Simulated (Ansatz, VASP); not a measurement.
**Two plane-wave programs on RbCl**

INCAR

```
SYSTEM = RbCl
ALGO = Normal
EDIFF = 1E-6
ENCUT = 500
GGA = PE
GGA_COMPAT = .False.
ISIF = 2
ISMEAR = 0
LASPH = .True.
LCHARG = .False.
LREAL = .False.
LWAVE = .False.
NBANDS = 15
NELM = 120
PREC = Accurate
SIGMA = 0.02
```

KPOINTS

```
k-points
0
Gamma
  6 6 6
  0 0 0
```

File POSCAR:

```
RbCl
1.0
    0.0000000000      3.3749046800      3.3749046800
    3.3749046800      0.0000000000      3.3749046800
    3.3749046800      3.3749046800      0.0000000000
Rb Cl
1 1
Direct
    0.0000000000      0.0000000000      0.0000000000
    0.5000000000      0.5000000000      0.5000000000
```

Input for Ansatz:

```yaml
crystal:
  lattice:
    - [0.0, 3.37490468, 3.37490468]
    - [3.37490468, 0.0, 3.37490468]
    - [3.37490468, 3.37490468, 0.0]
  atoms:
    - { symbol: Rb, position: [0.0, 0.0, 0.0] }
    - { symbol: Cl, position: [0.5, 0.5, 0.5] }
basis:
  ecutwfc: 420
kpoints:
  mp_grid: { grid: [6, 6, 6] }
hamiltonian:
  xc: pbe
scf:
  occupations: { method: gaussian, width: 0.02 }
output:
  forces: true
  stress: true
  eigenvalues: true
```

Alike in both runs: task single point; functional PBE; k mesh 6 × 6 × 6; occupations gaussian, width 0.02 eV; no spin polarisation.

|  | VASP | Ansatz |
| --- | --- | --- |
| version | VASP 6.6.1 | Ansatz 0.2.0 |
| potentials or method | VASP PAW PBE potentials, release 64 (Rb_sv, Cl), cutoff 500 eV | scalar-relativistic, plane waves, PAW |
| valence electrons in the cell | 16 | 16 |

|  | VASP | Ansatz | Ansatz less VASP |
| --- | --- | --- | --- |
| gap on the k mesh at the Fermi level (eV) | 4.76 | 4.77 | +0.002 |
| least direct gap on the mesh (eV) | 4.76 | 4.77 | +0.002 |
| pressure (GPa) | -0.3 | -0.3 | +0.01 |
